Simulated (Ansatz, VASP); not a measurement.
**One calculation of BN, two programs**

File INCAR:

```
  PREC = Accurate
  ENCUT = 600
  EDIFF = 1E-6
  ISMEAR = 0
  SIGMA = 0.02
  LREAL = False
  LASPH = True
  NELM = 120
  ALGO = Normal
  ISIF = 2
  LWAVE = False
  LCHARG = False
  GGA = PE
  NBANDS = 11
  GGA_COMPAT = False
```

KPOINTS

```
Automatic mesh
0
Gamma
  12 12 12
```

Contents of POSCAR:

```
BN
1.0
    0.0000000000      1.8123266329      1.8123266329
    1.8123266329      0.0000000000      1.8123266329
    1.8123266329      1.8123266329      0.0000000000
B N
1 1
Direct
    0.0000000000      0.0000000000      0.0000000000
    0.7500000000      0.7500000000      0.7500000000
```

Input for Ansatz:

```yaml
crystal:
  lattice:
    - [0.0, 1.8123266329, 1.8123266329]
    - [1.8123266329, 0.0, 1.8123266329]
    - [1.8123266329, 1.8123266329, 0.0]
  atoms:
    - { symbol: B, position: [0.0, 0.0, 0.0] }
    - { symbol: "N", position: [0.75, 0.75, 0.75] }
basis:
  ecutwfc: 420
kpoints:
  mp_grid: { grid: [12, 12, 12] }
  band_path: { path: [VBM, CBM], npoints: 2 }
hamiltonian:
  xc: pbe
scf:
  occupations: { method: gaussian, width: 0.02 }
output:
  forces: false
  stress: false
  eigenvalues: true
checkpoint:
  read: start.run
  write: ck
  compress: false
  write_wavefunctions: false
  write_every: 100000
```

Alike in both runs: task single point; functional PBE; k mesh 12 × 12 × 12; occupations gaussian, width 0.02 eV; no spin polarisation.

|  | VASP | Ansatz |
| --- | --- | --- |
| version | VASP 6.6.1 | Ansatz 0.2.0 |
| potentials or method | VASP PAW PBE potentials, release 64 (B, N), cutoff 600 eV | scalar-relativistic, plane waves, PAW |
| valence electrons in the cell | 8 | 8 |

|  | VASP | Ansatz | Ansatz less VASP |
| --- | --- | --- | --- |
| gap on the k mesh at the Fermi level (eV) | 4.45 | 4.46 | +0.012 |
| least direct gap on the mesh (eV) | 8.78 | 8.79 | +0.011 |
